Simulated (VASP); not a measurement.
# C (Amm2) in VASP: a series of runs

C is run at these levels: PBE; tasks: single point.

The COD entry that gives the cell may itself be a prediction, so a difference from it is no test against experiment.

All numbers are computed with VASP 6.6.1; they aren't measurements. Logs are shortened: lines on timing, memory, paths and dates and some standing lists are left out, and cuts for length are marked.

### 1 The cell of the first run

Symmetry: Amm2, No. 38, orthorhombic system. Conventional cell: a = 8.443 Å, b = 2.560 Å, c = 4.434 Å, α = 90.00°, β = 90.00°, γ = 90.00°. Within 2.1 Å of C (site symmetry m) lie 4 C at 1.56 to 1.59 Å. Within 2.1 Å of C (site symmetry m) lie 4 C at 1.55 to 1.58 Å. C (site symmetry m) has 4 C at 1.56 to 1.60 Å within 2.1 Å. C (site symmetry m) has 4 C at 1.55 to 1.60 Å within 2.1 Å.

### 2 Single point, PBE

Contents of INCAR:

```
  PREC = Accurate
  ENCUT = 520
  EDIFF = 1E-6
  ISMEAR = 0
  SIGMA = 0.05
  LREAL = False
  LASPH = True
  NELM = 100
  ALGO = Normal
  ISIF = 2
  LWAVE = False
  LCHARG = False
  GGA = PE
  NBANDS = 26
```

Contents of KPOINTS:

```
regular mesh
0
Gamma
  12 12 4
```

Contents of POSCAR:

```
C
1.0
    2.5601158911      0.0000000000      0.0000000000
   -1.2800579455      2.2171253983      0.0000000000
    0.0000000000      0.0000000000      8.4433802906
C
8
Direct
   -0.0027514005     -0.0055028011      0.0929732494
   -0.0027514005     -0.0055028011      0.5929732494
   -0.0027514005     -0.0055028011      0.4070267506
   -0.0027514005     -0.0055028011      0.9070267506
    0.3360847339      0.6721694677      0.1555299995
    0.6694180672      0.3388361344      0.6555299995
    0.3360847339      0.6721694677      0.3444700005
    0.6694180672      0.3388361344      0.8444700005
```

Potentials or basis: VASP PAW PBE potentials, release 64 (C).

Command:

```console
$ cat potpaw_PBE.64/C/POTCAR > POTCAR
$ mpirun -np 1 vasp_std > vasp.out
```

OUTCAR:

```text
PREC = Accurate
   ENCUT = 520
   EDIFF = 1E-6
   ISMEAR = 0
   LREAL = False
   LASPH = True
   NELM = 100
   ISIF = 2
   GGA = PE

 ion  position               nearest neighbor table
   1  0.997  0.994  0.093-   5 1.56   5 1.56   4 1.57   5 1.59
   2  0.997  0.994  0.593-   6 1.55   3 1.57   6 1.58   6 1.58
   3  0.997  0.994  0.407-   7 1.56   7 1.56   2 1.57   7 1.59
   4  0.997  0.994  0.907-   8 1.55   1 1.57   8 1.58   8 1.58
   5  0.336  0.672  0.156-   1 1.56   1 1.56   1 1.59   7 1.60
   6  0.669  0.339  0.656-   2 1.55   2 1.58   2 1.58   8 1.60
   7  0.336  0.672  0.344-   3 1.56   3 1.56   3 1.59   5 1.60
   8  0.669  0.339  0.844-   4 1.55   4 1.58   4 1.58   6 1.60

  LATTYP: Found a hexagonal cell.
 ALAT       =     2.5601158911
 C/A-ratio  =     3.2980461236

  Lattice vectors:

 A1 = (   2.5601158911,   0.0000000000,   0.0000000000)
 A2 = (  -1.2800579455,   2.2171253983,   0.0000000000)
 A3 = (   0.0000000000,   0.0000000000,   8.4433802906)

Analysis of symmetry for initial positions (statically):
=====================================================================
 Subroutine PRICEL returns:
 Original cell was already a primitive cell.

 Routine SETGRP: Setting up the symmetry group for a
 hexagonal supercell.

 Subroutine GETGRP returns: Found  4 space group operations
 (whereof  2 operations were pure point group operations)
 out of a pool of 24 trial point group operations.

The static configuration has the point symmetry C_1h.
 The point group associated with its full space group is C_2v.

Analysis of symmetry for dynamics (positions and initial velocities):
=====================================================================
 Subroutine PRICEL returns:
 Original cell was already a primitive cell.

 Routine SETGRP: Setting up the symmetry group for a
 hexagonal supercell.

 Subroutine GETGRP returns: Found  4 space group operations
 (whereof  2 operations were pure point group operations)
 out of a pool of 24 trial point group operations.

The dynamic configuration has the point symmetry C_1h.
 The point group associated with its full space group is C_2v.

 Subroutine INISYM returns: Found  4 space group operations
 (whereof  2 operations are pure point group operations),
 and found     1 'primitive' translations

----------------------------------------------------------------------------------------

                                     Primitive cell

  volume of cell :      47.9255

  direct lattice vectors                    reciprocal lattice vectors
     2.560115891  0.000000000  0.000000000     0.390607317  0.225517240  0.000000000
    -1.280057946  2.217125398  0.000000000     0.000000000  0.451034479  0.000000000
     0.000000000  0.000000000  8.443380291     0.000000000  0.000000000  0.118435978

  length of vectors
     2.560115891  2.560115891  8.443380291     0.451034479  0.451034479  0.118435978

  position of ions in fractional coordinates (direct lattice)
     0.997248599  0.994497199  0.092973249
     0.997248599  0.994497199  0.592973249
     0.997248599  0.994497199  0.407026751
     0.997248599  0.994497199  0.907026751
     0.336084734  0.672169468  0.155529999
     0.669418067  0.338836134  0.655529999
     0.336084734  0.672169468  0.344470001
     0.669418067  0.338836134  0.844470001

  ion indices of the primitive-cell ions
   primitive index   ion index
                 1           1
                 2           2
                 3           3
                 4           4
                 5           5
                 6           6
                 7           7
                 8           8

----------------------------------------------------------------------------------------

 KPOINTS: regular mesh

Automatic generation of k-mesh.
 Grid dimensions read from file:
 generate k-points for:   12   12    4

 Generating k-lattice:

  Cartesian coordinates                     Fractional coordinates (reciprocal lattice)
     0.032550610  0.018793103  0.000000000     0.083333333  0.000000000  0.000000000
     0.000000000  0.037586207  0.000000000     0.000000000  0.083333333  0.000000000
     0.000000000  0.000000000  0.029608994     0.000000000  0.000000000  0.250000000

  Length of vectors
     0.037586207  0.037586207  0.029608994

  Shift w.r.t. Gamma in fractional coordinates (k-lattice)
     0.000000000  0.000000000  0.000000000

 Subroutine IBZKPT returns following result:
 ===========================================

 Found    129 irreducible k-points:

 Following reciprocal coordinates:
            Coordinates               Weight
  0.000000  0.000000  0.000000      1.000000
  0.083333  0.000000  0.000000      4.000000
  0.000000  0.083333  0.000000      2.000000
  0.166667  0.000000  0.000000      4.000000
  0.000000  0.166667  0.000000      2.000000
  0.250000  0.000000  0.000000      4.000000
[... 16 lines left out ...]
 -0.083333  0.416667  0.000000      4.000000
 -0.416667  0.333333  0.000000      4.000000
 [... further k-points ...]
   k-points           NKPTS =    129   k-points in BZ     NKDIM =    129   number of bands    NBANDS=     26
   number of dos      NEDOS =    301   number of ions     NIONS =      8
   total plane-waves  NPLWV =  25600
   dimension x,y,z NGX =    20 NGY =   20 NGZ =   64
   dimension x,y,z NGXF=    40 NGYF=   40 NGZF=  128
   ions per type =               8
   NGX,Y,Z   is equivalent  to a cutoff of  12.99, 12.99, 12.60 a.u.
   NGXF,Y,Z  is equivalent  to a cutoff of  25.97, 25.97, 25.20 a.u.
 SYSTEM =  unknown system
   PREC   = accura    normal or accurate (medium, high low for compatibility)
   ISTART =      0    job   : 0-new  1-cont  2-samecut
   ICHARG =      2    charge: 1-file 2-atom 10-const
   ISPIN  =      1    spin polarized calculation?
   LNONCOLLINEAR =      F non collinear calculations
   LSORBIT =      F    spin-orbit coupling
   LASPH  =      T    aspherical Exc in radial PAW
   ENCUT  =  520.0 eV  38.22 Ry    6.18 a.u.   4.76  4.76 15.70*2*pi/ulx,y,z
   NELM   =    100;   NELMIN=  2; NELMDL= -5     # of ELM steps
   EDIFF  = 0.1E-05   stopping-criterion for ELM
   LREAL  =      F    real-space projection
   EDIFFG = 0.1E-04   stopping-criterion for IOM
   NSW    =      0    number of steps for IOM
   IBRION =     -1    ionic relax: 0-MD 1-quasi-New 2-CG
   NFREE  =      0    steps in history (QN), initial steepest desc. (CG)
   ISIF   =      2    stress and relaxation
   ISYM   =      2    0-nonsym 1-usesym 2-fastsym
   POTIM  = 0.5000    time-step for ionic-motion
   TEBEG  =    0.0;   TEEND  =   0.0 temperature during run
   PSTRESS=    0.0 pullay stress
   NELECT =      32.0000    total number of electrons
   NUPDOWN=      -1.0000    fix difference up-down
   EMIN   =  10.00;   EMAX   =-10.00  energy-range for DOS
   EFERMI =   0.00;   METHOD = LEGACY
   ISMEAR =     0;   SIGMA  =   0.05  broadening in eV -4-tet -1-fermi 0-gaus
   EFERMI_NEDOS =   21; number of points for ismear=-14 and -15
   IALGO  =     38    algorithm
   IMIX   =      4    mixing-type and parameters
     AMIX     =   0.40;   BMIX     =  1.00
     AMIX_MAG =   1.60;   BMIX_MAG =  1.00
  volume/ion in A,a.u.               =       5.99        40.43
  Fermi-wavevector in a.u.,A,eV,Ry     =   1.430878  2.703968 27.856747  2.047413
  Thomas-Fermi vector in A             =   2.550676
   LORBIT       =      0    0 simple, 1 ext, 2 COOP (PROOUT), +10 PAW based schemes
   GGA     = PE    functional components
   LHFCALC =     F    Hartree Fock is set to
   AEXX    =    0.0000 exact exchange contribution
   IVDW    =     0    specifies the selected vdW correction
   LEPSILON=     F    determine dielectric tensor
   LRPA    =     F    only Hartree local field effects (RPA)
 non-spin polarized calculation
 Gauss-broadening in eV      SIGMA  =   0.05
  energy-cutoff  :      520.00
  volume of cell :       47.93
 maximum number of plane-waves:      1316
   NGX =  9   NGY =  9   NGZ = 31

 number of electron      31.9999998 magnetization

 Free energy of the ion-electron system (eV)
  ---------------------------------------------------
  ext. energy  EPLUGINS =         0.00000000
  ---------------------------------------------------
  free energy    TOTEN  =       -72.49973340 eV

  energy without entropy =      -72.49973340  energy(sigma->0) =      -72.49973340

 E-fermi :   9.4212     XC(G=0): -12.9762

 val. band max:        9.1184838039   @ k =   0.0000   0.0000   0.0000
 cond. band min:      13.4527501816   @ k =   0.4167   0.0000   0.0000
 fundamental gap:      4.3342663777
 Fermi energy:         9.4212071335

 k-point     1 :       0.0000    0.0000    0.0000
  band No.  band energies     occupation
      1     -11.8171      2.00000
      2     -10.2378      2.00000
      3     -10.1366      2.00000
      4      -6.4497      2.00000
      5      -3.8354      2.00000
      6       2.4908      2.00000
[... 18 lines left out ...]
     25      16.8699      0.00000
     26      16.9110      0.00000

 k-point     2 :       0.0833    0.0000    0.0000
  band No.  band energies     occupation
      1     -11.6516      2.00000
      2     -10.0750      2.00000
      3      -9.9745      2.00000
      4      -6.3009      2.00000
      5      -3.6859      2.00000
      6       2.5692      2.00000
[... 18 lines left out ...]
     25      17.3603      0.00000
     26      17.4650      0.00000

 k-point     3 :       0.0000    0.0833    0.0000
  band No.  band energies     occupation
      1     -11.6516      2.00000
      2     -10.0750      2.00000
      3      -9.9745      2.00000
      4      -6.3009      2.00000
      5      -3.6859      2.00000
      6       2.5691      2.00000
[... 572 lines left out ...]
 k-point    23 :      -0.0833    0.4167    0.0000
  band No.  band energies     occupation
      1      -8.4413      2.00000
      2      -6.9309      2.00000
      3      -6.8783      2.00000
      4      -3.4792      2.00000
      5      -2.7437      2.00000
      6      -1.3708      2.00000
[... 18 lines left out ...]
     25      19.7458      0.00000
     26      20.5259      0.00000

 k-point    24 :      -0.4167    0.3333    0.0000
  band No.  band energies     occupation
      1      -8.4409      2.00000
      2      -6.9305      2.00000
      3      -6.8784      2.00000
      4      -3.4801      2.00000
      5      -2.7420      2.00000
      6      -1.3769      2.00000
[... 18 lines left out ...]
     25      19.7651      0.00000
     26      20.4889      0.00000

 [... further k-points ...]

------------------------ aborting loop because EDIFF is reached ----------------------------------------

  FORCE on cell =-STRESS in cart. coord.  units (eV):
  Direction    XX          YY          ZZ          XY          YZ          ZX
  --------------------------------------------------------------------------------------
  -------------------------------------------------------------------------------------
  Total       -5.6777196     -5.6174939     -5.7355942     -0.0000000      0.0000000      0.0000000
  in kB     -189.8096501   -187.7962671   -191.7444359     -0.0000000      0.0000000      0.0000000
  external PRESSURE =    -189.7834510 kB  Pullay stress =       0.0000000 kB

 VOLUME and BASIS-vectors are now :
 -----------------------------------------------------------------------------
  energy-cutoff  :      520.00
  volume of cell :       47.93
      direct lattice vectors                 reciprocal lattice vectors
     2.560115891  0.000000000  0.000000000     0.390607317  0.225517240  0.000000000
    -1.280057946  2.217125398  0.000000000     0.000000000  0.451034479  0.000000000
     0.000000000  0.000000000  8.443380291     0.000000000  0.000000000  0.118435978

 POSITION                                       TOTAL-FORCE (eV/Angst)
 -----------------------------------------------------------------------------------
      1.28006      2.20492      0.78501         0.000000      0.660347     -0.002861
      1.28006      2.20492      5.00670         0.000000      0.701836     -0.003662
      1.28006      2.20492      3.43668         0.000000      0.660347      0.002861
      1.28006      2.20492      7.65837         0.000000      0.701836      0.003662
      0.00000      1.49028      1.31320        -0.000000     -0.660598     -0.017448
      1.28006      0.75124      5.53489        -0.000000     -0.701585     -0.016660
      0.00000      1.49028      2.90849        -0.000000     -0.660598      0.017448
      1.28006      0.75124      7.13018        -0.000000     -0.701585      0.016660
 -----------------------------------------------------------------------------------
    total drift:                               -0.000001     -0.000130     -0.000000

  FREE ENERGIE OF THE ION-ELECTRON SYSTEM (eV)
  ---------------------------------------------------
  free  energy   TOTEN  =       -72.4997333964 eV

  energy  without entropy=      -72.4997333964  energy(sigma->0) =      -72.49973340
```

It took 98 s on 1 thread of Intel Xeon 6975P-C, shared host; peak memory 0.23 GiB.

What came out:

```yaml
Free_energy: -72.4997 eV
Pressure: -19.0 GPa
Largest_force: 0.702 eV/Å
Band_gap_on_the_k_mesh: 4.33 eV, indirect (least direct gap 5.07 eV)
```

Forces on the atoms (eV/Å):
```
C    0.000  0.660 -0.003
C    0.000  0.702 -0.004
C    0.000  0.660  0.003
C    0.000  0.702  0.004
C    0.000 -0.661 -0.017
C    0.000 -0.702 -0.017
C    0.000 -0.661  0.017
C    0.000 -0.702  0.017
```

[end of part 1 of 2]
